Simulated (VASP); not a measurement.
Input of a VASP 6.6.1 run:

The input INCAR:

```
SYSTEM = KCl
PREC = Accurate
ENCUT = 520
EDIFF = 1E-7
ISMEAR = -1
SIGMA = 0.02
LREAL = .FALSE.
LASPH = .TRUE.
NELM = 80
ALGO = Normal
ISIF = 2
LWAVE = .FALSE.
LCHARG = .FALSE.
GGA = PE
NBANDS = 15
```

The input KPOINTS:

```
Automatic mesh
0
G
  6 6 6
  0 0 0
```

POSCAR

```
KCl
1.0
   -0.0287597192      3.5072828304      3.5072828304
    3.5072828304     -0.0287597192      3.5072828304
    3.4785231112      3.4785231112      0.0000000000
K Cl
1 1
Direct
   -0.0018571389     -0.0018571389      0.0018571389
    0.2518571389      0.2518571389      0.2481428611
```

Potentials or basis: VASP PAW PBE potentials, release 64 (K_sv, Cl).

Launch:

```console
$ cat potpaw_PBE.64/K_sv/POTCAR potpaw_PBE.64/Cl/POTCAR > POTCAR
$ mpirun -np 1 vasp_std > vasp.out
```

(1) What does it give for the band gap on the k mesh?

(2) Estimate the pressure.

Results:

(1) 4.76 eV (least direct gap 4.80 eV).

(2) 0.3 GPa.

Caveat: the cell differs from its parent crystal (shear xy strain -1.6%).
